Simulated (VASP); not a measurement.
# Pd in VASP: density of states with PBEsol

Aim: the density of states of Pd with PBEsol.

Everything below comes from runs of VASP 6.6.1. Logs are shortened: lines on timing, memory, paths and dates and some standing lists are left out, and cuts for length are marked.

**1. The cell of the first run**

The cell holds a slab with vacuum, 5 atoms: a = 2.742 Å, b = 2.742 Å, c = 24.955 Å, α = 90.00°, β = 90.00°, γ = 120.00°.

**2. Density of states, PBEsol**

Input file POSCAR:

```
Pd
1.0
    2.7417966102      0.0000000000      0.0000000000
   -1.3708983051      2.3744655164      0.0000000000
    0.0000000000      0.0000000000     24.9547000000
Pd
5
Direct
    0.8333333330      0.1666666670      0.3205814892
    0.1666666670      0.8333333330      0.4102907443
    0.5000000000      0.5000000000      0.5000000000
    0.8333333330      0.1666666670      0.5897092557
    0.1666666670      0.8333333330      0.6794185108
```

Input file INCAR.step1:

```
SYSTEM = Pd
PREC = Accurate
ENCUT = 520
EDIFF = 1E-6
ISMEAR = -1
SIGMA = 0.08
LREAL = .False.
LASPH = .True.
NELM = 100
ALGO = Normal
ISIF = 2
LWAVE = .False.
LCHARG = .True.
LMAXMIX = 4
LDIPOL = .True.
IDIPOL = 3
DIPOL = 0.5 0.5 0.500
GGA = PS
NBANDS = 33
```

Input file KPOINTS.step1:

```
regular mesh
0
Gamma
  14 14 1
  0 0 0
```

Input file INCAR.step2:

```
SYSTEM = Pd
PREC = Accurate
ENCUT = 520
EDIFF = 1E-6
ISMEAR = -5
SIGMA = 0.08
LREAL = .False.
LASPH = .True.
NELM = 100
ALGO = Normal
ISIF = 2
LWAVE = .False.
LCHARG = .False.
LMAXMIX = 4
LDIPOL = .True.
IDIPOL = 3
DIPOL = 0.5 0.5 0.500
GGA = PS
LORBIT = 10
NBANDS = 33
NEDOS = 1001
ICHARG = 11
```

Input file KPOINTS.step2:

```
regular mesh
0
Gamma
  21 21 1
  0 0 0
```

Potentials or basis: VASP PAW PBE potentials, release 64 (Pd).

On the command line:

```console
cat potpaw_PBE.64/Pd/POTCAR > POTCAR
cp INCAR.step1 INCAR
cp KPOINTS.step1 KPOINTS
mpirun -np 1 vasp_std > vasp.out
cp INCAR.step2 INCAR
cp KPOINTS.step2 KPOINTS
mpirun -np 1 vasp_std > vasp.out
```

OUTCAR:

```text
SYSTEM = Pd
   PREC = Accurate
   ENCUT = 520
   EDIFF = 1E-6
   ISMEAR = -5
   LREAL = .False.
   LASPH = .True.
   NELM = 100
   ISIF = 2
   GGA = PS
   LORBIT = 10
   ICHARG = 11

 ion  position               nearest neighbor table
   1  0.833  0.167  0.321-   2 2.74   2 2.74   2 2.74
   2  0.167  0.833  0.410-   1 2.74   1 2.74   1 2.74   3 2.74   3 2.74   3 2.74
   3  0.500  0.500  0.500-   2 2.74   4 2.74   4 2.74   2 2.74   2 2.74   4 2.74
   4  0.833  0.167  0.590-   5 2.74   5 2.74   5 2.74   3 2.74   3 2.74   3 2.74
   5  0.167  0.833  0.679-   4 2.74   4 2.74   4 2.74

  LATTYP: Found a hexagonal cell.
 ALAT       =     2.7417966102
 C/A-ratio  =     9.1015868599

  Lattice vectors:

 A1 = (   2.7417966102,   0.0000000000,   0.0000000000)
 A2 = (  -1.3708983051,   2.3744655164,   0.0000000000)
 A3 = (   0.0000000000,   0.0000000000,  24.9547000000)

Analysis of symmetry for initial positions (statically):
=====================================================================
 Subroutine PRICEL returns:
 Original cell was already a primitive cell.

 Routine SETGRP: Setting up the symmetry group for a
 hexagonal supercell.

 Subroutine GETGRP returns: Found 12 space group operations
 (whereof  4 operations were pure point group operations)
 out of a pool of 24 trial point group operations.

The static configuration has the point symmetry C_2h.
 The point group associated with its full space group is D_3d.

Analysis of symmetry for dynamics (positions and initial velocities):
=====================================================================
 Subroutine PRICEL returns:
 Original cell was already a primitive cell.

 Routine SETGRP: Setting up the symmetry group for a
 hexagonal supercell.

 Subroutine GETGRP returns: Found 12 space group operations
 (whereof  4 operations were pure point group operations)
 out of a pool of 24 trial point group operations.

The dynamic configuration has the point symmetry C_2h.
 The point group associated with its full space group is D_3d.

 Subroutine INISYM returns: Found 12 space group operations
 (whereof  4 operations are pure point group operations),
 and found     1 'primitive' translations

----------------------------------------------------------------------------------------

                                     Primitive cell

  volume of cell :     162.4626

  direct lattice vectors                    reciprocal lattice vectors
     2.741796610  0.000000000  0.000000000     0.364724355  0.210573705  0.000000000
    -1.370898305  2.374465516  0.000000000     0.000000000  0.421147409  0.000000000
     0.000000000  0.000000000 24.954700000     0.000000000  0.000000000  0.040072612

  length of vectors
     2.741796610  2.741796610 24.954700000     0.421147409  0.421147409  0.040072612

  position of ions in fractional coordinates (direct lattice)
     0.833333333  0.166666667  0.320581489
     0.166666667  0.833333333  0.410290744
     0.500000000  0.500000000  0.500000000
     0.833333333  0.166666667  0.589709256
     0.166666667  0.833333333  0.679418511

  ion indices of the primitive-cell ions
   primitive index   ion index
                 1           1
                 2           2
                 3           3
                 4           4
                 5           5

----------------------------------------------------------------------------------------

 KPOINTS: regular mesh

Automatic generation of k-mesh.
 Grid dimensions read from file:
 generate k-points for:   21   21    1

 Generating k-lattice:

  Cartesian coordinates                     Fractional coordinates (reciprocal lattice)
     0.017367826  0.010027319  0.000000000     0.047619048  0.000000000  0.000000000
     0.000000000  0.020054639  0.000000000     0.000000000  0.047619048  0.000000000
     0.000000000  0.000000000  0.040072612     0.000000000  0.000000000  1.000000000

  Length of vectors
     0.020054639  0.020054639  0.040072612

  Shift w.r.t. Gamma in fractional coordinates (k-lattice)
     0.000000000  0.000000000  0.000000000

 TETIRR: Found    229 inequivalent tetrahedra from     2646

 Subroutine IBZKPT returns following result:
 ===========================================

 Found     48 irreducible k-points:

 Following reciprocal coordinates:
            Coordinates               Weight
  0.000000  0.000000  0.000000      1.000000
  0.047619  0.000000  0.000000      6.000000
  0.095238 -0.000000  0.000000      6.000000
  0.142857  0.000000  0.000000      6.000000
  0.190476 -0.000000  0.000000      6.000000
  0.238095  0.000000  0.000000      6.000000
[... 16 lines left out ...]
  0.142857  0.095238  0.000000     12.000000
  0.190476  0.095238  0.000000     12.000000
 [... further k-points ...]
   k-points           NKPTS =     48   k-points in BZ     NKDIM =     48   number of bands    NBANDS=     33
   number of dos      NEDOS =   1001   number of ions     NIONS =      5
   total plane-waves  NPLWV =  76800
   dimension x,y,z NGX =    20 NGY =   20 NGZ =  192
   dimension x,y,z NGXF=    40 NGYF=   40 NGZF=  384
   ions per type =               5
   NGX,Y,Z   is equivalent  to a cutoff of  12.13, 12.13, 12.79 a.u.
   NGXF,Y,Z  is equivalent  to a cutoff of  24.25, 24.25, 25.58 a.u.
 SYSTEM =  Pd
   PREC   = accura    normal or accurate (medium, high low for compatibility)
   ISTART =      0    job   : 0-new  1-cont  2-samecut
   ICHARG =     11    charge: 1-file 2-atom 10-const
   ISPIN  =      1    spin polarized calculation?
   LNONCOLLINEAR =      F non collinear calculations
   LSORBIT =      F    spin-orbit coupling
   LASPH  =      T    aspherical Exc in radial PAW
   ENCUT  =  520.0 eV  38.22 Ry    6.18 a.u.   5.10  5.10 46.40*2*pi/ulx,y,z
   NELM   =    100;   NELMIN=  2; NELMDL=  0     # of ELM steps
   EDIFF  = 0.1E-05   stopping-criterion for ELM
   LREAL  =      F    real-space projection
   EDIFFG = 0.1E-04   stopping-criterion for IOM
   NSW    =      0    number of steps for IOM
   IBRION =     -1    ionic relax: 0-MD 1-quasi-New 2-CG
   NFREE  =      0    steps in history (QN), initial steepest desc. (CG)
   ISIF   =      2    stress and relaxation
   ISYM   =      2    0-nonsym 1-usesym 2-fastsym
   POTIM  = 0.5000    time-step for ionic-motion
   TEBEG  =    0.0;   TEEND  =   0.0 temperature during run
   PSTRESS=    0.0 pullay stress
   NELECT =      50.0000    total number of electrons
   NUPDOWN=      -1.0000    fix difference up-down
   EMIN   =  10.00;   EMAX   =-10.00  energy-range for DOS
   EFERMI =   0.00;   METHOD = LEGACY
   ISMEAR =    -5;   SIGMA  =   0.08  broadening in eV -4-tet -1-fermi 0-gaus
   EFERMI_NEDOS =   21; number of points for ismear=-14 and -15
   IALGO  =     38    algorithm
   IMIX   =      4    mixing-type and parameters
     AMIX     =   0.40;   BMIX     =  1.00
     AMIX_MAG =   1.60;   BMIX_MAG =  1.00
  volume/ion in A,a.u.               =      32.49       219.27
  Fermi-wavevector in a.u.,A,eV,Ry     =   1.105300  2.088715 16.622089  1.221689
  Thomas-Fermi vector in A             =   2.241786
   LORBIT       =     10    0 simple, 1 ext, 2 COOP (PROOUT), +10 PAW based schemes
   GGA     = PS    functional components
   LHFCALC =     F    Hartree Fock is set to
   AEXX    =    0.0000 exact exchange contribution
   IVDW    =     0    specifies the selected vdW correction
   LEPSILON=     F    determine dielectric tensor
   LRPA    =     F    only Hartree local field effects (RPA)
 non-spin polarized calculation
 Fermi weights with tetrahedron method with Bloechl corrections
  energy-cutoff  :      520.00
  volume of cell :      162.46
 maximum number of plane-waves:      4403

 number of electron      50.0000004 magnetization

 dipolmoment           0.000000      0.000000      0.000000 electrons x Angstroem

 Free energy of the ion-electron system (eV)
  ---------------------------------------------------
  ext. energy  EPLUGINS =         0.00000000
  ---------------------------------------------------
  free energy    TOTEN  =       -28.42724793 eV

  energy without entropy =      -28.42724793  energy(sigma->0) =      -28.42724793

 E-fermi :   1.4367     XC(G=0):  -6.7155

 val. band max:        1.4436966246   @ k =   0.4762   0.0476   0.0000
 cond. band min:       1.4266052017   @ k =   0.3810   0.2381   0.0000
 fundamental gap:     -0.0170914229
 Fermi energy:         1.4366571927

 k-point     1 :       0.0000    0.0000    0.0000
  band No.  band energies     occupation
      1      -5.5533      2.00000
      2      -4.7118      2.00000
      3      -3.9954      2.00000
      4      -3.7187      2.00000
      5      -3.6312      2.00000
      6      -1.5297      2.00000
[... 25 lines left out ...]
     32       6.6408      0.00000
     33       6.9818      0.00000

 k-point     2 :       0.0476    0.0000    0.0000
  band No.  band energies     occupation
      1      -5.4801      2.00000
      2      -4.6410      2.00000
      3      -3.9316      2.00000
      4      -3.6542      2.00000
      5      -3.5684      2.00000
      6      -1.5649      2.00000
[... 25 lines left out ...]
     32       6.7004      0.00000
     33       7.0459      0.00000
[... 754 lines left out ...]
     32       7.7498      0.00000
     33       8.2066      0.00000

 k-point    24 :       0.1905    0.0952    0.0000
  band No.  band energies     occupation
      1      -3.9001      2.00000
      2      -3.3549      2.00000
      3      -2.9788      2.00000
      4      -2.7110      2.00000
      5      -2.5862      2.00000
      6      -2.3889      2.00000
[... 25 lines left out ...]
     32       8.2580      0.00000
     33       8.7874      0.00000

 [... further k-points ...]

------------------------ aborting loop because EDIFF is reached ----------------------------------------

 vacuum level on the upper side and lower side of the slab       (xc-potential included)        -0.098        -0.098

  FORCE on cell =-STRESS in cart. coord.  units (eV):
  Direction    XX          YY          ZZ          XY          YZ          ZX
  --------------------------------------------------------------------------------------
  -------------------------------------------------------------------------------------
  Total       -2.4968364     -2.4968364     -0.6245446     -0.0000000     -0.0000000      0.0000000
  in kB      -24.6233546    -24.6233546     -6.1591471     -0.0000000     -0.0000000      0.0000000
  external PRESSURE =     -18.4686187 kB  Pullay stress =       0.0000000 kB

 VOLUME and BASIS-vectors are now :
 -----------------------------------------------------------------------------
  energy-cutoff  :      520.00
  volume of cell :      162.46
      direct lattice vectors                 reciprocal lattice vectors
     2.741796610  0.000000000  0.000000000     0.364724355  0.210573705  0.000000000
    -1.370898305  2.374465516  0.000000000     0.000000000  0.421147409  0.000000000
     0.000000000  0.000000000 24.954700000     0.000000000  0.000000000  0.040072612

 POSITION                                       TOTAL-FORCE (eV/Angst)
 -----------------------------------------------------------------------------------
      2.05635      0.39574      8.00001        -0.000000      0.000000     -0.015199
     -0.68545      1.97872     10.23868         0.000000      0.000000      0.107709
      0.68545      1.18723     12.47735        -0.000000      0.000000      0.000000
      2.05635      0.39574     14.71602         0.000000     -0.000000     -0.107709
     -0.68545      1.97872     16.95469        -0.000000     -0.000000      0.015199
 -----------------------------------------------------------------------------------
    total drift:                               -0.000000     -0.000000     -0.000000

  FREE ENERGIE OF THE ION-ELECTRON SYSTEM (eV)
  ---------------------------------------------------
  free  energy   TOTEN  =       -28.4272479268 eV

  energy  without entropy=      -28.4272479268  energy(sigma->0) =      -28.42724793

 vacuum level on the upper side and lower side of the slab         6.718         6.718

 total charge

# of ion       s       p       d       tot
------------------------------------------
    1        0.466   0.366   8.485   9.317
    2        0.481   0.494   8.454   9.430
    3        0.488   0.496   8.480   9.464
    4        0.481   0.494   8.454   9.430
    5        0.466   0.366   8.485   9.317
--------------------------------------------------
tot          2.382   2.216  42.359  46.957
```

It took 3.6 min on 1 thread of Intel Xeon 6975P-C (Granite Rapids), shared host; peak memory 0.35 GiB.

Results:

```yaml
Valence_electrons_inside_the_program's_atomic_spheres: Pd 9.32, 9.43, 9.46
```

Caveat: the PAW data sets were made with another functional, which shifts forces and pressure a little; tetrahedron occupations give inexact forces and stress in metals.
